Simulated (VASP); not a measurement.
Crystal: SnTe.

```
Te Sn
1.0
     3.95608    0.00000    0.00000
     0.00000    3.95608    0.00000
     0.00000    0.00000    3.95608
Te Sn
1 1
Cartesian
  1.9780 1.9780 1.9780
  0.0000 0.0000 0.0000
```

This cell differs from its parent crystal: volume scaled by 1.04.

Base run:

* Program: VASP 6.6.1
* Functional: PBE
* Potentials or basis: VASP PAW PBE potentials, release 64 (Te, Sn_d)
* Cutoff: 520 eV
* k mesh: 7 × 7 × 7
* Occupations: fermi-dirac, width 0.05 eV
* Spin: no spin polarisation

Its results: band gap on the k mesh zero (band 10 reaches 6.77 eV, above the bottom of band 11 at 5.81 eV); pressure -2.2 GPa.

The run is repeated on the same cell with these changes: functional from PBE to LDA; potentials or basis from VASP PAW PBE potentials, release 64 (Te, Sn_d) to VASP PAW LDA potentials, release 64 (Te, Sn_d). What comes out?

Band gap on the k mesh zero (band 10 reaches 6.56 eV, above the bottom of band 11 at 5.59 eV); pressure -5.6 GPa.

Caveats: spin-orbit coupling is left out, which moves the levels of the heavy elements.
